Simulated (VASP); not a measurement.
# Co (P6_3/mmc) in VASP: settings compared, part 2 of 2

VASP 6.6.1. The steps go on from the part before.

## Step 3: Single point, BLYP+D4, collinear spin, ferromagnetic start

This run uses another cell than the first one, of 10.76 Å³/atom.

The input, INCAR:

```
AGGAC    = 1.0          
AGGAX    = 1.0          
ALDAC    = 0.0          
ALDAX    = 1.0          
ALGO     = Normal         # electronic algorithm
EDIFF    = 1E-6           # SCF threshold, eV
ENCUT    = 520            # plane-wave cutoff, eV
GGA      = B5             # functional
ISIF     = 2              # what is computed and relaxed
ISMEAR   = -1             # smearing method
ISPIN    = 2              # spin polarisation
IVDW     = 13             # dispersion correction
LASPH    = True           # aspherical terms in the spheres
LCHARG   = False          # write CHGCAR
LMAXMIX  = 4              # l up to which the mixer works
LORBIT   = 11             # projections on sites
LREAL    = False          # projectors in reciprocal space
LWAVE    = False          # write WAVECAR
MAGMOM   = 2 2 2 2        # initial moments
NBANDS   = 30             # bands
NELM     = 150            # most SCF steps
PREC     = Accurate       # precision mode
SIGMA    = 0.05           # smearing width, eV
VDW_A1   = 0.44488865   
VDW_A2   = 4.0933009    
VDW_S6   = 1.0          
VDW_S8   = 2.34076671
```

The input, KPOINTS:

```
k-points
0
Gamma
  12 12 4
```

The input, POSCAR:

```
Co
1.0
    2.4867477135      0.0000000000      0.0000000000
   -1.2433738568      2.1535866926      0.0000000000
    0.0000000000      0.0000000000      8.0355613548
Co
4
Direct
    0.6666666667      0.3333333333      0.7500000000
    0.0000000000      0.0000000000      0.5000000000
    0.3333333333      0.6666666667      0.2500000000
    0.0000000000      0.0000000000      0.0000000000
```

Potentials or basis: VASP PAW PBE potentials, release 64 (Co).

Run with:

```sh
> cat potpaw_PBE.64/Co/POTCAR > POTCAR
> mpirun -np 1 vasp_std > vasp.out
```

OUTCAR:

```text
EDIFF = 1E-6
   ENCUT = 520
   GGA = B5
   ISIF = 2
   ISMEAR = -1
   ISPIN = 2
   IVDW = 13
   LASPH = True
   LORBIT = 11
   LREAL = False
   NELM = 150
   PREC = Accurate

 ion  position               nearest neighbor table
   1  0.667  0.333  0.750-   2 2.47   4 2.47   2 2.47   4 2.47   2 2.47   4 2.47
   2  0.000  0.000  0.500-   1 2.47   3 2.47   3 2.47   1 2.47   1 2.47   3 2.47
   3  0.333  0.667  0.250-   2 2.47   4 2.47   2 2.47   4 2.47   2 2.47   4 2.47
   4  0.000  0.000  0.000-   1 2.47   3 2.47   3 2.47   1 2.47   1 2.47   3 2.47

  LATTYP: Found a hexagonal cell.
 ALAT       =     2.4867477135
 C/A-ratio  =     3.2313536718

  Lattice vectors:

 A1 = (   2.4867477135,   0.0000000000,   0.0000000000)
 A2 = (  -1.2433738568,   2.1535866926,   0.0000000000)
 A3 = (   0.0000000000,   0.0000000000,   8.0355613548)

Analysis of symmetry for initial positions (statically):
=====================================================================
 Subroutine PRICEL returns:
 Original cell was already a primitive cell.

 Routine SETGRP: Setting up the symmetry group for a
 hexagonal supercell.

 Subroutine GETGRP returns: Found 24 space group operations
 (whereof 12 operations were pure point group operations)
 out of a pool of 24 trial point group operations.

The static configuration has the point symmetry D_3d.
 The point group associated with its full space group is D_6h.

Analysis of symmetry for dynamics (positions and initial velocities):
=====================================================================
 Subroutine PRICEL returns:
 Original cell was already a primitive cell.

 Routine SETGRP: Setting up the symmetry group for a
 hexagonal supercell.

 Subroutine GETGRP returns: Found 24 space group operations
 (whereof 12 operations were pure point group operations)
 out of a pool of 24 trial point group operations.

The dynamic configuration has the point symmetry D_3d.
 The point group associated with its full space group is D_6h.

Analysis of structural, dynamic, and magnetic symmetry:
=====================================================================
 Subroutine PRICEL returns:
 Original cell was already a primitive cell.

 Routine SETGRP: Setting up the symmetry group for a
 hexagonal supercell.

 Subroutine GETGRP returns: Found 24 space group operations
 (whereof 12 operations were pure point group operations)
 out of a pool of 24 trial point group operations.

The overall configuration has the point symmetry D_3d.
 The point group associated with its full space group is D_6h.

 Subroutine INISYM returns: Found 24 space group operations
 (whereof 12 operations are pure point group operations),
 and found     1 'primitive' translations

----------------------------------------------------------------------------------------

                                     Primitive cell

  volume of cell :      43.0339

  direct lattice vectors                    reciprocal lattice vectors
     2.486747713  0.000000000  0.000000000     0.402131666  0.232170825  0.000000000
    -1.243373857  2.153586693  0.000000000     0.000000000  0.464341651  0.000000000
     0.000000000  0.000000000  8.035561355     0.000000000  0.000000000  0.124446813

  length of vectors
     2.486747713  2.486747713  8.035561355     0.464341651  0.464341651  0.124446813

[... 83 lines left out ...]
   NELM   =    150;   NELMIN=  2; NELMDL= -5     # of ELM steps
   EDIFF  = 0.1E-05   stopping-criterion for ELM
   LREAL  =      F    real-space projection
   EDIFFG = 0.1E-04   stopping-criterion for IOM
   NSW    =      0    number of steps for IOM
   IBRION =     -1    ionic relax: 0-MD 1-quasi-New 2-CG
   NFREE  =      0    steps in history (QN), initial steepest desc. (CG)
   ISIF   =      2    stress and relaxation
   ISYM   =      2    0-nonsym 1-usesym 2-fastsym
   POTIM  = 0.5000    time-step for ionic-motion
   TEBEG  =    0.0;   TEEND  =   0.0 temperature during run
   PSTRESS=    0.0 pullay stress
   NELECT =      36.0000    total number of electrons
   NUPDOWN=      -1.0000    fix difference up-down
   EMIN   =  10.00;   EMAX   =-10.00  energy-range for DOS
   EFERMI =   0.00;   METHOD = LEGACY
   ISMEAR =    -1;   SIGMA  =   0.05  broadening in eV -4-tet -1-fermi 0-gaus
   EFERMI_NEDOS =   21; number of points for ismear=-14 and -15
   IALGO  =     38    algorithm
   IMIX   =      4    mixing-type and parameters
     AMIX     =   0.40;   BMIX     =  1.00
     AMIX_MAG =   1.60;   BMIX_MAG =  1.00
  volume/ion in A,a.u.               =      10.76        72.60
  Fermi-wavevector in a.u.,A,eV,Ry     =   1.542549  2.914994 32.374473  2.379457
  Thomas-Fermi vector in A             =   2.648338
   LORBIT       =     11    0 simple, 1 ext, 2 COOP (PROOUT), +10 PAW based schemes
   GGA     = B5    functional components
   LHFCALC =     F    Hartree Fock is set to
   AEXX    =    0.0000 exact exchange contribution
   IVDW    =    13    specifies the selected vdW correction
   LEPSILON=     F    determine dielectric tensor
   LRPA    =     F    only Hartree local field effects (RPA)
 spin polarized calculation
  energy-cutoff  :      520.00
  volume of cell :       43.03
 maximum number of plane-waves:      1178
   NGX =  9   NGY =  9   NGZ = 29

 number of electron      36.0000002 magnetization       6.4331115

 Free energy of the ion-electron system (eV)
  ---------------------------------------------------
  ext. energy  EPLUGINS =         0.00000000
  ---------------------------------------------------
  free energy    TOTEN  =       -24.15543712 eV

  energy without entropy =      -24.12075709  energy(sigma->0) =      -24.13809711

 E-fermi :  10.9021     XC(G=0): -12.8513

 val. band max:       10.8946206007   @ k =   0.2500   0.0000   0.2500
 cond. band min:      10.9022991889   @ k =   0.2500   0.0833   0.2500
 fundamental gap:      0.0076785883
 Fermi energy:        10.9021260265

 spin component 1

 k-point     1 :       0.0000    0.0000    0.0000
  band No.  band energies     occupation
      1       2.0421      1.00000
      2       4.2808      1.00000
      3       4.3022      1.00000
      4       5.7452      1.00000
      5       7.9521      1.00000
      6       7.9907      1.00000
[... 781 lines left out ...]
     29      25.9891      0.00000
     30      26.6676      0.00000

 [... further k-points ...]

 spin component 2

 k-point     1 :       0.0000    0.0000    0.0000
  band No.  band energies     occupation
      1       2.0960      1.00000
      2       4.4177      1.00000
      3       4.4238      1.00000
      4       6.6615      1.00000
      5       9.2467      1.00000
      6       9.3134      1.00000
[... 781 lines left out ...]
     29      26.3815      0.00000
     30      27.1032      0.00000

 [... further k-points ...]

------------------------ aborting loop because EDIFF is reached ----------------------------------------

  DFT-D4 for vdW energy calculation

  Edisp (eV):   -3.34196

  FORCE on cell =-STRESS in cart. coord.  units (eV):
  Direction    XX          YY          ZZ          XY          YZ          ZX
  --------------------------------------------------------------------------------------
  -------------------------------------------------------------------------------------
  Total      -0.13799    -0.13799    -0.16441     0.00000    -0.00000     0.00000
  in kB      -5.13727    -5.13727    -6.12120     0.00000    -0.00000     0.00000
  external pressure =       -5.47 kB  Pullay stress =        0.00 kB

 VOLUME and BASIS-vectors are now :
 -----------------------------------------------------------------------------
  energy-cutoff  :      520.00
  volume of cell :       43.03
      direct lattice vectors                 reciprocal lattice vectors
     2.486747713  0.000000000  0.000000000     0.402131666  0.232170825  0.000000000
    -1.243373857  2.153586693  0.000000000     0.000000000  0.464341651  0.000000000
     0.000000000  0.000000000  8.035561355     0.000000000  0.000000000  0.124446813

 POSITION                                       TOTAL-FORCE (eV/Angst)
 -----------------------------------------------------------------------------------
      1.24337      0.71786      6.02667        -0.000000     -0.000000      0.000000
      0.00000      0.00000      4.01778        -0.000000      0.000000     -0.000000
     -0.00000      1.43572      2.00889         0.000000      0.000000     -0.000000
      0.00000      0.00000      0.00000        -0.000000      0.000000     -0.000000
 -----------------------------------------------------------------------------------
    total drift:                                0.000000     -0.000000      0.000000

  FREE ENERGIE OF THE ION-ELECTRON SYSTEM (eV)
  ---------------------------------------------------
  free  energy   TOTEN  =       -27.4973950891 eV

  energy  without entropy=      -27.4627150598  energy(sigma->0) =      -27.48005507

 total charge

# of ion       s       p       d       tot
------------------------------------------
    1        0.489   0.512   7.313   8.314
    2        0.490   0.509   7.321   8.319
    3        0.489   0.512   7.313   8.314
    4        0.490   0.509   7.321   8.319
--------------------------------------------------
tot          1.958   2.042  29.268  33.268

 magnetization (x)

# of ion       s       p       d       tot
------------------------------------------
    1       -0.013  -0.045   1.688   1.630
    2       -0.013  -0.044   1.667   1.610
    3       -0.013  -0.045   1.688   1.630
    4       -0.013  -0.044   1.667   1.610
--------------------------------------------------
tot         -0.053  -0.178   6.709   6.479
```

It took 4.1 min on 1 thread of Intel Xeon 8259CL, shared host; peak memory 0.23 GiB.

Results:

- Free energy: -27.4974 eV
- Pressure: -0.5 GPa
- Net moment: 6.43 μB per cell
- Site moments: Co +1.63, +1.61 (each value once) μB
- Valence electrons inside the program's atomic spheres: Co 8.31, 8.32 (each value once)
- Dispersion energy per atom: -0.835 eV

Stress tensor (GPa, compression positive):
```
-0.51  0.00  0.00
 0.00 -0.51  0.00
 0.00  0.00 -0.61
```

Levels at points of the mesh, in eV from the Fermi level:
Spin up:
| k point | band 18 | band 19 | band 20 | band 21 | band 22 | band 23 | band 24 | band 25 |
| --- | --- | --- | --- | --- | --- | --- | --- | --- |
| (0.00, 0.00, 0.00) | -1.47 | -1.47 | -1.14 | -1.14 | -0.73 | -0.73 | 0.09 | 6.46 |
| (0.50, 0.00, 0.00) | -0.53 | -0.49 | -0.48 | 0.45 | 1.57 | 2.58 | 3.20 | 7.05 |
| (0.00, 0.00, 0.50) | -1.62 | -1.62 | -1.62 | -0.91 | -0.91 | -0.91 | -0.91 | 9.58 |
| (0.50, 0.00, 0.50) | -0.67 | -0.54 | -0.54 | 1.38 | 1.38 | 2.92 | 2.92 | 7.44 |
Spin down:
| k point | band 10 | band 11 | band 12 | band 13 | band 14 | band 15 | band 16 | band 17 | band 18 | band 19 |
| --- | --- | --- | --- | --- | --- | --- | --- | --- | --- | --- |
| (0.00, 0.00, 0.00) | -1.17 | -1.09 | -0.87 | -0.87 | -0.83 | -0.83 | 0.00 | 0.00 | 0.11 | 0.35 |
| (0.50, 0.00, 0.00) | -1.21 | -0.76 | -0.15 | -0.11 | 0.72 | 1.14 | 1.18 | 1.20 | 1.21 | 1.28 |
| (0.00, 0.00, 0.50) | -1.08 | -1.08 | -1.08 | -0.99 | -0.99 | -0.99 | -0.99 | 0.19 | 0.19 | 0.19 |
| (0.50, 0.00, 0.50) | -0.92 | -0.76 | -0.76 | -0.19 | -0.19 | 0.79 | 0.79 | 1.15 | 1.15 | 1.27 |

Caveat: the PAW data sets were made with another functional, which shifts forces and pressure a little.

## Step 4: Single point, PBE, collinear spin, ferromagnetic start

The input, INCAR:

```
SYSTEM = Co
PREC     = Accurate       ! precision mode
ENCUT    = 600            ! plane-wave cutoff, eV
EDIFF    = 1E-6           ! SCF threshold, eV
ISMEAR   = -1             ! smearing method
SIGMA    = 0.05           ! smearing width, eV
LREAL    = .False.        ! projectors in reciprocal space
LASPH    = .True.         ! aspherical terms in the spheres
NELM     = 200            ! most SCF steps
ALGO     = Normal         ! electronic algorithm
ISIF     = 2              ! what is computed and relaxed
LWAVE    = .False.        ! write WAVECAR
LCHARG   = .True.         ! write CHGCAR
ISPIN    = 2              ! spin polarisation
MAGMOM   = 2 2 2 2        ! initial moments
LORBIT   = 11             ! projections on sites
LMAXMIX  = 4              ! l up to which the mixer works
GGA      = PE             ! functional
LELF     = .True.         ! ELF
LVHAR    = .True.       
NBANDS   = 46             ! bands
GGA_COMPAT= .False.
```

The input, KPOINTS:

```
Automatic mesh
0
Gamma
  9 9 3
  0 0 0
```

The input, POSCAR:

```
Co
1.0
    2.4705617809      0.0000000000      0.0000000000
   -1.2352808905      2.1395692639      0.0000000000
    0.0000000000      0.0000000000      8.0882338000
Co
4
Direct
    0.6666666667      0.3333333333      0.7500000000
    0.0000000000      0.0000000000      0.5000000000
    0.3333333333      0.6666666667      0.2500000000
    0.0000000000      0.0000000000      0.0000000000
```

Potentials or basis: VASP PAW PBE potentials, release 64 (Co_sv).

Run with:

```sh
> cat potpaw_PBE.64/Co_sv/POTCAR > POTCAR
> mpirun -np 1 vasp_std > vasp.out
```

Wall time 2.5 min (1 thread of Intel Xeon Platinum 8259CL at 2.50GHz (Skylake/Cascade Lake), shared host); peak memory 0.23 GiB.

It converged, with:

```
Free energy                                           : -28.4465 eV
Pressure                                              : -0.7 GPa
Net moment                                            : 6.25 μB per cell
Site moments                                          : Co +1.64, +1.61 (each value once) μB
Valence electrons inside the program's atomic spheres : Co 15.06, 15.07 (each value once)
```

Stress tensor (GPa, compression positive):
```
-0.35  0.00  0.00
 0.00 -0.35  0.00
 0.00  0.00 -1.51
```

Levels at points of the mesh, in eV from the Fermi level:
Spin up:
| k point | band 33 | band 34 | band 35 | band 36 | band 37 | band 38 | band 39 | band 40 | band 41 | band 42 |
| --- | --- | --- | --- | --- | --- | --- | --- | --- | --- | --- |
| (0.00, 0.00, 0.00) | -1.81 | -1.48 | -1.48 | -1.15 | -1.15 | -0.76 | -0.76 | -0.39 | 6.23 | 14.73 |
Spin down:
| k point | band 26 | band 27 | band 28 | band 29 | band 30 | band 31 | band 32 | band 33 | band 34 | band 35 |
| --- | --- | --- | --- | --- | --- | --- | --- | --- | --- | --- |
| (0.00, 0.00, 0.00) | -1.17 | -1.17 | -0.90 | -0.90 | -0.85 | -0.85 | -0.44 | 0.05 | 0.05 | 0.40 |

## Step 5: Single point, PBE, collinear spin, ferromagnetic start

The input, INCAR:

```
SYSTEM = Co
PREC = Accurate ; ENCUT = 600
EDIFF = 1E-6 ; ISMEAR = -1
SIGMA = 0.05 ; LREAL = .False.
LASPH = .True. ; NELM = 200
ALGO = Normal ; ISIF = 2
LWAVE = .False. ; LCHARG = .True.
ISPIN = 2 ; MAGMOM = 3.5 3.5 3.5 3.5
LORBIT = 11 ; LMAXMIX = 4
GGA = PE ; LELF = .True.
LVHAR = .True. ; NBANDS = 46
GGA_COMPAT = .False.
```

The input, KPOINTS:

```
Automatic mesh
0
Gamma
  12 12 4
  0 0 0
```

POSCAR is that of step 4.

Run with:

```sh
> cat potpaw_PBE.64/Co_sv/POTCAR > POTCAR
> mpirun -np 1 vasp_std > vasp.out
```

Run time: 5.7 min. Hardware: 1 thread of AMD EPYC 7R13 (Zen 3), shared host; peak memory 0.28 GiB.

The run converged. Its results:

```
Free energy                                           : -28.4480 eV
Pressure                                              : 0.5 GPa
Net moment                                            : 6.60 μB per cell
Site moments                                          : Co +1.72, +1.70 (each value once) μB
Valence electrons inside the program's atomic spheres : Co 15.06, 15.07 (each value once)
```

Stress tensor (GPa, compression positive):
```
 1.80  0.00  0.00
 0.00  1.80  0.00
 0.00  0.00 -2.10
```

Levels at points of the mesh, in eV from the Fermi level:
Spin up:
```tsv
k point	band 35	band 36	band 37	band 38	band 39	band 40	band 41	band 42
(0.00, 0.00, 0.00)	-1.52	-1.20	-1.20	-0.81	-0.81	-0.39	6.20	14.71
(0.50, 0.00, 0.00)	-0.55	-0.53	0.19	1.30	2.45	3.07	7.00	7.02
(0.00, 0.00, 0.50)	-1.68	-1.68	-0.98	-0.98	-0.98	-0.98	9.19	9.19
(0.50, 0.00, 0.50)	-0.57	-0.57	1.20	1.20	2.76	2.76	7.34	7.34
```
Spin down:
```csv
k point,band 27,band 28,band 29,band 30,band 31,band 32,band 33,band 34
"(0.00, 0.00, 0.00)",-1.13,-0.84,-0.84,-0.80,-0.80,-0.43,0.08,0.08
"(0.50, 0.00, 0.00)",-0.82,-0.08,-0.04,0.44,1.23,1.25,1.26,1.29
"(0.00, 0.00, 0.50)",-1.05,-1.05,-0.94,-0.94,-0.94,-0.94,0.26,0.26
"(0.50, 0.00, 0.50)",-0.84,-0.84,-0.26,-0.26,0.85,0.85,1.25,1.25
```

## Step 6: Overview

```csv
level,potentials or basis,cell,k mesh,cutoff (eV),smearing,gap on the mesh (eV),pressure (GPa),moment (μB)
PBE,"VASP PAW PBE potentials, release 64 (Co)","a = 2.471, b = 2.471, c = 8.088 Å, angles 90.0, 90.0, 120.0°, 4 atoms",12 × 12 × 4,520,gaussian 0.027 eV,none,3.8,6.58
BLYP+D4,"VASP PAW PBE potentials, release 64 (Co)","a = 2.487, b = 2.487, c = 8.036 Å, angles 90.0, 90.0, 120.0°, 4 atoms",12 × 12 × 4,520,fermi-dirac 0.05 eV,none,-0.5,6.43
PBE,"VASP PAW PBE potentials, release 64 (Co_sv)","a = 2.471, b = 2.471, c = 8.088 Å, angles 90.0, 90.0, 120.0°, 4 atoms",9 × 9 × 3,600,fermi-dirac 0.05 eV,none,-0.7,6.25
PBE,"VASP PAW PBE potentials, release 64 (Co_sv)","a = 2.471, b = 2.471, c = 8.088 Å, angles 90.0, 90.0, 120.0°, 4 atoms",12 × 12 × 4,600,fermi-dirac 0.05 eV,none,0.5,6.60
```

Alike in all rows: task single point; spin collinear, ferromagnetic start.

Caveats: the cell stands under pressure (at least some runs); the PAW data sets were made with another functional, which shifts forces and pressure a little (at least some runs).

Absolute energies hang on the potentials; compare differences alone.
